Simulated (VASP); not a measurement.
# Ir (Im-3m) in VASP: a series of runs

Ir is run at these levels: PBE; tasks: single point, relaxation of cell and atoms.

Program: VASP 6.6.1. These are calculated values, not measurements. Logs are shortened: lines on timing, memory, paths and dates and some standing lists are left out, and cuts for length are marked.

### 1 The cell of the first run

Symmetry: Im-3m, No. 229, cubic system. Conventional cell: a = 3.112 Å, b = 3.112 Å, c = 3.112 Å, α = 90.00°, β = 90.00°, γ = 90.00°. Ir (site symmetry m-3m) has 14 Ir at 2.69 to 3.11 Å within 3.6 Å.

### 2 Single point, PBE

Contents of INCAR:

```
SYSTEM = Ir
PREC = Accurate ; ENCUT = 520
EDIFF = 1E-7 ; ISMEAR = -1
SIGMA = 0.1 ; LREAL = .FALSE.
LASPH = .TRUE. ; NELM = 100
ALGO = Normal ; ISIF = 2
LWAVE = .FALSE. ; LCHARG = .FALSE.
GGA = PE ; NBANDS = 10
```

Contents of KPOINTS:

```
regular mesh
0
G
  7 7 7
  0 0 0
```

Contents of POSCAR:

```
Ir
1.0
   -1.5557685081      1.5557685081      1.5557685081
    1.5557685081     -1.5557685081      1.5557685081
    1.5557685081      1.5557685081     -1.5557685081
Ir
1
Direct
    0.0000000000      0.0000000000      0.0000000000
```

Potentials or basis: VASP PAW PBE potentials, release 64 (Ir).

Launch:

```console
cat potpaw_PBE.64/Ir/POTCAR > POTCAR
mpirun -np 1 vasp_std > vasp.out
```

OUTCAR:

```text
SYSTEM = Ir
   PREC = Accurate
   ENCUT = 520
   EDIFF = 1E-7
   ISMEAR = -1
   LREAL = .FALSE.
   LASPH = .TRUE.
   NELM = 100
   ISIF = 2
   GGA = PE

 ion  position               nearest neighbor table
   1  0.000  0.000  0.000-

  LATTYP: Found a body centered cubic cell.
 ALAT       =     3.1115370162

  Lattice vectors:

 A1 = (  -1.5557685081,   1.5557685081,   1.5557685081)
 A2 = (   1.5557685081,  -1.5557685081,   1.5557685081)
 A3 = (   1.5557685081,   1.5557685081,  -1.5557685081)

Analysis of symmetry for initial positions (statically):
=====================================================================
 Subroutine PRICEL returns:
 Original cell was already a primitive cell.

 Routine SETGRP: Setting up the symmetry group for a
 body centered cubic supercell.

 Subroutine GETGRP returns: Found 48 space group operations
 (whereof 48 operations were pure point group operations)
 out of a pool of 48 trial point group operations.

The static configuration has the point symmetry O_h .

Analysis of symmetry for dynamics (positions and initial velocities):
=====================================================================
 Subroutine PRICEL returns:
 Original cell was already a primitive cell.

 Routine SETGRP: Setting up the symmetry group for a
 body centered cubic supercell.

 Subroutine GETGRP returns: Found 48 space group operations
 (whereof 48 operations were pure point group operations)
 out of a pool of 48 trial point group operations.

The dynamic configuration has the point symmetry O_h .

 Subroutine INISYM returns: Found 48 space group operations
 (whereof 48 operations are pure point group operations),
 and found     1 'primitive' translations

----------------------------------------------------------------------------------------

                                     Primitive cell

  volume of cell :      15.0624

  direct lattice vectors                    reciprocal lattice vectors
    -1.555768508  1.555768508  1.555768508     0.000000000  0.321384575  0.321384575
     1.555768508 -1.555768508  1.555768508     0.321384575  0.000000000  0.321384575
     1.555768508  1.555768508 -1.555768508     0.321384575  0.321384575  0.000000000

  length of vectors
     2.694670101  2.694670101  2.694670101     0.454506424  0.454506424  0.454506424

  position of ions in fractional coordinates (direct lattice)
[... 74 lines left out ...]
   EDIFFG = 0.1E-05   stopping-criterion for IOM
   NSW    =      0    number of steps for IOM
   IBRION =     -1    ionic relax: 0-MD 1-quasi-New 2-CG
   NFREE  =      0    steps in history (QN), initial steepest desc. (CG)
   ISIF   =      2    stress and relaxation
   ISYM   =      2    0-nonsym 1-usesym 2-fastsym
   POTIM  = 0.5000    time-step for ionic-motion
   TEBEG  =    0.0;   TEEND  =   0.0 temperature during run
   PSTRESS=    0.0 pullay stress
   NELECT =       9.0000    total number of electrons
   NUPDOWN=      -1.0000    fix difference up-down
   EMIN   =  10.00;   EMAX   =-10.00  energy-range for DOS
   EFERMI =   0.00;   METHOD = LEGACY
   ISMEAR =    -1;   SIGMA  =   0.10  broadening in eV -4-tet -1-fermi 0-gaus
   EFERMI_NEDOS =   21; number of points for ismear=-14 and -15
   IALGO  =     38    algorithm
   IMIX   =      4    mixing-type and parameters
     AMIX     =   0.40;   BMIX     =  1.00
     AMIX_MAG =   1.60;   BMIX_MAG =  1.00
  volume/ion in A,a.u.               =      15.06       101.65
  Fermi-wavevector in a.u.,A,eV,Ry     =   1.378872  2.605691 25.868602  1.901289
  Thomas-Fermi vector in A             =   2.503894
   LORBIT       =      0    0 simple, 1 ext, 2 COOP (PROOUT), +10 PAW based schemes
   GGA     = PE    functional components
   LHFCALC =     F    Hartree Fock is set to
   AEXX    =    0.0000 exact exchange contribution
   IVDW    =     0    specifies the selected vdW correction
   LEPSILON=     F    determine dielectric tensor
   LRPA    =     F    only Hartree local field effects (RPA)
 non-spin polarized calculation
  energy-cutoff  :      520.00
  volume of cell :       15.06
 maximum number of plane-waves:       415
   NGX =  9   NGY =  9   NGZ =  9

 number of electron       9.0000002 magnetization

 Free energy of the ion-electron system (eV)
  ---------------------------------------------------
  ext. energy  EPLUGINS =         0.00000000
  ---------------------------------------------------
  free energy    TOTEN  =        -8.31670103 eV

  energy without entropy =       -8.24429947  energy(sigma->0) =       -8.28050025

 E-fermi :   9.0910     XC(G=0): -13.6018

 val. band max:        9.0818986866   @ k =   0.2857   0.1429   0.1429
 cond. band min:       9.0994307876   @ k =   0.2857   0.2857   0.1429
 fundamental gap:      0.0175321011
 Fermi energy:         9.0909811432

 k-point     1 :       0.0000    0.0000    0.0000
  band No.  band energies     occupation
      1      -1.0941      2.00000
      2       5.7226      2.00000
      3       5.7226      2.00000
      4       5.7226      2.00000
      5       8.6113      1.98362
      6       8.6113      1.98362
      7      26.0659      0.00000
      8      26.0659      0.00000
      9      26.0659      0.00000
     10      36.5307      0.00000
[... 235 lines left out ...]
 k-point    20 :      -0.4286    0.4286    0.4286
  band No.  band energies     occupation
      1       2.7012      2.00000
      2       2.7859      2.00000
      3       9.6971      0.00465
      4       9.6971      0.00465
      5      10.2599      0.00002
      6      15.0595      0.00000
      7      18.3313      0.00000
      8      18.3313      0.00000
      9      24.7494      0.00000
     10      29.2682      0.00000

------------------------ aborting loop because EDIFF is reached ----------------------------------------

  FORCE on cell =-STRESS in cart. coord.  units (eV):
  Direction    XX          YY          ZZ          XY          YZ          ZX
  --------------------------------------------------------------------------------------
  -------------------------------------------------------------------------------------
  Total       -0.0684326     -0.0684326     -0.0684326     -0.0000000     -0.0000000      0.0000000
  in kB       -7.2791124     -7.2791124     -7.2791124     -0.0000000     -0.0000000      0.0000000
  external PRESSURE =      -7.2791124 kB  Pullay stress =       0.0000000 kB

 VOLUME and BASIS-vectors are now :
 -----------------------------------------------------------------------------
  energy-cutoff  :      520.00
  volume of cell :       15.06
      direct lattice vectors                 reciprocal lattice vectors
    -1.555768508  1.555768508  1.555768508     0.000000000  0.321384575  0.321384575
     1.555768508 -1.555768508  1.555768508     0.321384575  0.000000000  0.321384575
     1.555768508  1.555768508 -1.555768508     0.321384575  0.321384575  0.000000000

 POSITION                                       TOTAL-FORCE (eV/Angst)
 -----------------------------------------------------------------------------------
      0.00000      0.00000      0.00000        -0.000000     -0.000000     -0.000000
 -----------------------------------------------------------------------------------
    total drift:                                0.000000     -0.000000      0.000000

  FREE ENERGIE OF THE ION-ELECTRON SYSTEM (eV)
  ---------------------------------------------------
  free  energy   TOTEN  =        -8.3167010321 eV

  energy  without entropy=       -8.2442994727  energy(sigma->0) =       -8.28050025
```

stdout:

```text
POSCAR found type information on POSCAR Ir
 POSCAR found :  1 types and       1 ions
 scaLAPACK will be used
 LDA part: xc-table for (Slater+PW92), standard interpolation
 POSCAR, INCAR and KPOINTS ok, starting setup
 FFT: planning ... GRIDC
 FFT: planning ... GRID_SOFT
 FFT: planning ... GRID
 WAVECAR not read
 entering main loop
```

Wall time 2.1 s (1 thread of Intel Xeon 6975P-C (Granite Rapids), shared host); peak memory 0.12 GiB.

Results:

* Free energy: -8.3167 eV
* Pressure: -0.7 GPa

Caveat: the k points lie up to 0.41 Å⁻¹ apart; spin-orbit coupling is left out, which moves the levels of the heavy elements.

### 3 Single point, PBE, collinear spin, ferromagnetic start

Contents of INCAR:

```
SYSTEM = Ir
PREC = Accurate ; ENCUT = 520
EDIFF = 1E-6 ; ISMEAR = -1
SIGMA = 0.05 ; LREAL = .False.
LASPH = .True. ; NELM = 150
ALGO = Normal ; ISIF = 2
LWAVE = .False. ; LCHARG = .True.
ISPIN = 2 ; MAGMOM = 1
LORBIT = 11 ; LMAXMIX = 4
GGA = PE ; LELF = .True.
LVHAR = .True. ; NBANDS = 14
```

Contents of KPOINTS:

```
regular mesh
0
Gamma
  14 14 14
  0 0 0
```

Contents of POSCAR:

```
Ir
1.0
   -1.5562007129      1.5562007129      1.5562007129
    1.5562007129     -1.5562007129      1.5562007129
    1.5562007129      1.5562007129     -1.5562007129
Ir
1
Direct
    0.0000000000      0.0000000000      0.0000000000
```

Potentials or basis: VASP PAW PBE potentials, release 64 (Ir).

Launch:

```console
cat potpaw_PBE.64/Ir/POTCAR > POTCAR
mpirun -np 1 vasp_std > vasp.out
```

OUTCAR:

```text
SYSTEM = Ir
   PREC = Accurate
   ENCUT = 520
   EDIFF = 1E-6
   ISMEAR = -1
   LREAL = .False.
   LASPH = .True.
   NELM = 150
   ISIF = 2
   ISPIN = 2
   LORBIT = 11
   GGA = PE

 ion  position               nearest neighbor table
   1  0.000  0.000  0.000-

  LATTYP: Found a body centered cubic cell.
 ALAT       =     3.1124014258

  Lattice vectors:

 A1 = (  -1.5562007129,   1.5562007129,   1.5562007129)
 A2 = (   1.5562007129,  -1.5562007129,   1.5562007129)
[... 1023 lines left out ...]
  -------------------------------------------------------------------------------------
  Total        0.0380340      0.0380340      0.0380340      0.0000000     -0.0000000      0.0000000
  in kB        4.0422699      4.0422699      4.0422699      0.0000000     -0.0000000      0.0000000
  external PRESSURE =       4.0422699 kB  Pullay stress =       0.0000000 kB

 VOLUME and BASIS-vectors are now :
 -----------------------------------------------------------------------------
  energy-cutoff  :      520.00
  volume of cell :       15.07
      direct lattice vectors                 reciprocal lattice vectors
    -1.556200713  1.556200713  1.556200713     0.000000000  0.321295316  0.321295316
     1.556200713 -1.556200713  1.556200713     0.321295316  0.000000000  0.321295316
     1.556200713  1.556200713 -1.556200713     0.321295316  0.321295316  0.000000000

 POSITION                                       TOTAL-FORCE (eV/Angst)
 -----------------------------------------------------------------------------------
      0.00000      0.00000      0.00000        -0.000000      0.000000      0.000000
 -----------------------------------------------------------------------------------
    total drift:                                0.000000     -0.000000      0.000000

  FREE ENERGIE OF THE ION-ELECTRON SYSTEM (eV)
  ---------------------------------------------------
  free  energy   TOTEN  =        -8.2379783751 eV

  energy  without entropy=       -8.2249669386  energy(sigma->0) =       -8.23147266

 total charge

# of ion       s       p       d       tot
------------------------------------------
    1        0.635   0.619   6.964   8.218

 magnetization (x)

# of ion       s       p       d       tot
------------------------------------------
    1        0.005  -0.006   0.459   0.458
```

OSZICAR:

```text
N       E                     dE             d eps       ncg     rms          rms(c)
DAV:   1     0.507644797752E+02    0.50764E+02   -0.43417E+03  5832   0.622E+02
DAV:   2    -0.742311373750E+01   -0.58188E+02   -0.54085E+02  6580   0.164E+02
DAV:   3    -0.864066750863E+01   -0.12176E+01   -0.12104E+01  7696   0.257E+01
DAV:   4    -0.864989253252E+01   -0.92250E-02   -0.92224E-02  7680   0.214E+00
DAV:   5    -0.865003399176E+01   -0.14146E-03   -0.14145E-03  7528   0.252E-01    0.139E+01
DAV:   6    -0.830732964456E+01    0.34270E+00   -0.65012E-01  8284   0.757E+00    0.635E+00
DAV:   7    -0.823786059743E+01    0.69469E-01   -0.20875E-01  8446   0.375E+00    0.261E+00
DAV:   8    -0.824013861098E+01   -0.22780E-02   -0.53754E-03  7234   0.574E-01    0.125E+00
DAV:   9    -0.823737430081E+01    0.27643E-02   -0.26895E-03  7924   0.511E-01    0.203E-01
DAV:  10    -0.823797664496E+01   -0.60234E-03   -0.49803E-04  7306   0.149E-01    0.675E-02
DAV:  11    -0.823797544986E+01    0.11951E-05   -0.87229E-06  7938   0.284E-02    0.110E-02
DAV:  12    -0.823797714543E+01   -0.16956E-05   -0.85598E-07  6244   0.598E-03    0.721E-03
DAV:  13    -0.823797828392E+01   -0.11385E-05   -0.33360E-07  5918   0.441E-03    0.201E-03
DAV:  14    -0.823797837512E+01   -0.91203E-07   -0.29329E-08  5144   0.141E-03
   1 F= -.82379784E+01 E0= -.82314727E+01  d E =-.130114E-01  mag=     0.4593
```

stdout:

```text
POSCAR found type information on POSCAR Ir
 POSCAR found :  1 types and       1 ions
 scaLAPACK will be used
 LDA part: xc-table for (Slater+PW92), standard interpolation
 POSCAR, INCAR and KPOINTS ok, starting setup
 FFT: planning ... GRIDC
 FFT: planning ... GRID_SOFT
 FFT: planning ... GRID
 WAVECAR not read
 entering main loop
```

Run time: 19 s. Hardware: 1 thread of Intel Xeon 6975P-C (Granite Rapids), shared host; peak memory 0.15 GiB.

Results:

```
Free energy                                           : -8.2380 eV
Pressure                                              : 0.4 GPa
Net moment                                            : 0.46 μB per cell
Site moments                                          : Ir +0.46 μB
Valence electrons inside the program's atomic spheres : Ir 8.22
```

Caveat: spin-orbit coupling is left out, which moves the levels of the heavy elements.

### 4 Relaxation of cell and atoms, PBE, collinear spin, ferromagnetic start

This run uses another cell than the first one, of 14.15 Å³/atom, 0.939 times its volume.

Contents of INCAR:

```
  ALGO = Normal
  EDIFF = 1E-6
  EDIFFG = -0.01
  ENCUT = 600
  GGA = PE
  IBRION = 2
  ISIF = 3
  ISMEAR = -1
  ISPIN = 2
  LASPH = True
  LCHARG = False
  LMAXMIX = 4
  LORBIT = 11
  LREAL = False
  LWAVE = False
  MAGMOM = 1
  NELM = 150
  NSW = 80
  PREC = Accurate
  SIGMA = 0.05
```

Contents of KPOINTS:

```
k-points
0
Gamma
  14 14 14
```

Contents of POSCAR:

```
Ir
1.0
   -1.5236668997      1.5236668997      1.5236668997
    1.5236668997     -1.5236668997      1.5236668997
    1.5236668997      1.5236668997     -1.5236668997
Ir
1
Direct
    0.0000000000      0.0000000000      0.0000000000
```

Launch:

```console
cat potpaw_PBE.64/Ir/POTCAR > POTCAR
mpirun -np 1 vasp_std > vasp.out
```

Wall time 66 s (1 thread of Intel Xeon 6975P-C (Granite Rapids), shared host); peak memory 0.19 GiB.

It converged, with:

| Item | Value |
| --- | --- |
| Free energy | -8.2382 eV |
| Relaxed volume | 15.10 Å³/atom |
| Relaxed cell | a = 2.697 Å, b = 2.697 Å, c = 2.697 Å, α = 109.47°, β = 109.47°, γ = 109.47° |
| Space group after relaxing (to 0.05 Å) | Im-3m (No. 229) |
| Energy gained by relaxing | 64.6 meV/atom |
| Ionic steps | 17 |
| Pressure after relaxing | 0.0 GPa |
| Net moment | 0.46 μB per cell |
| Site moments | Ir +0.46 μB |
| Valence electrons inside the program's atomic spheres | Ir 8.21 |

Step by step:
| step | energy change (eV) | largest force (eV/Å) | pressure (GPa) | volume (Å³) |
| --- | --- | --- | --- | --- |
| 1 | 0.0000 | 0.0000 | 23.30 | 14.15 |
| 2 | 0.4804 | 0.0000 | -37.34 | 18.80 |
| 3 | -0.0641 | 0.0000 | -1.89 | 15.20 |
| 4 | -0.0646 | 0.0000 | -0.23 | 15.11 |
| 5 | -0.0646 | 0.0000 | 0.18 | 15.09 |
| 6 | -0.0646 | 0.0000 | 0.18 | 15.09 |
| 7 | -0.0646 | 0.0000 | 0.18 | 15.09 |
| 8 | -0.0646 | 0.0000 | 0.16 | 15.09 |
| 9 | -0.0646 | 0.0000 | 0.16 | 15.09 |
| 10 | -0.0646 | 0.0000 | 0.16 | 15.09 |
| 11 | -0.0646 | 0.0000 | 0.16 | 15.09 |
| 12 | -0.0646 | 0.0000 | 0.16 | 15.09 |
| 13 | -0.0646 | 0.0000 | 0.16 | 15.09 |
| 14 | -0.0646 | 0.0000 | 0.15 | 15.09 |
| 15 | -0.0646 | 0.0000 | 0.15 | 15.09 |
| 16 | -0.0646 | 0.0000 | 0.13 | 15.09 |
| 17 | -0.0646 | 0.0000 | 0.04 | 15.10 |

Final structure:
```yaml
crystal:
  lattice:
    - [-1.55695, 1.55695, 1.55695]
    - [1.55695, -1.55695, 1.55695]
    - [1.55695, 1.55695, -1.55695]
  atoms:
    - { symbol: Ir, position: [0.00000, 0.00000, 0.00000] }
```

Levels at points of the mesh, in eV from the Fermi level:
Spin up:
```
           k point  band 2  band 3  band 4  band 5  band 6  band 7  band 8  band 9
(0.00, 0.00, 0.00)   -3.52   -3.52   -3.52   -0.78   -0.78   16.87   16.87   16.87
(0.50, 0.00, 0.00)   -5.24   -0.91   -0.33   -0.05    1.95    7.42   12.97   16.47
(0.50, 0.50, 0.50)   -6.82    1.29    1.29    1.29    7.74    7.74    7.74   13.93
```
Spin down:
| k point | band 1 | band 2 | band 3 | band 4 | band 5 | band 6 | band 7 | band 8 | band 9 |
| --- | --- | --- | --- | --- | --- | --- | --- | --- | --- |
| (0.00, 0.00, 0.00) | -10.19 | -3.32 | -3.32 | -3.32 | -0.29 | -0.29 | 16.92 | 16.92 | 16.92 |
| (0.50, 0.00, 0.00) | -7.04 | -5.05 | -0.50 | 0.00 | 0.17 | 2.20 | 7.66 | 13.06 | 16.55 |
| (0.50, 0.50, 0.50) | -6.49 | -6.49 | 1.54 | 1.54 | 1.54 | 7.78 | 7.78 | 7.78 | 14.23 |

Caveat: spin-orbit coupling is left out, which moves the levels of the heavy elements.

### 5 The runs side by side

```tsv
task	spin	cell	k mesh	cutoff (eV)	smearing	gap on the mesh (eV)	pressure (GPa)	moment (μB)
single point	off	a = 2.695 Å, angles 109.5°, 1 atom	7 × 7 × 7	520	fermi-dirac 0.1 eV	none	-0.7	-
single point	collinear, ferromagnetic start	a = 2.695 Å, angles 109.5°, 1 atom	14 × 14 × 14	520	fermi-dirac 0.05 eV	none	0.4	0.46
relaxation of cell and atoms	collinear, ferromagnetic start	relaxed from a = 2.639 Å, angles 109.5°, 1 atom	14 × 14 × 14	600	fermi-dirac 0.05 eV	none	0.0	0.46
```

Alike in all rows: level PBE; potentials or basis VASP PAW PBE potentials, release 64 (Ir).

Caveats: some runs use coarse meshes; spin-orbit coupling is left out, which moves the levels of the heavy elements.

Absolute energies hang on the potentials; compare differences alone.
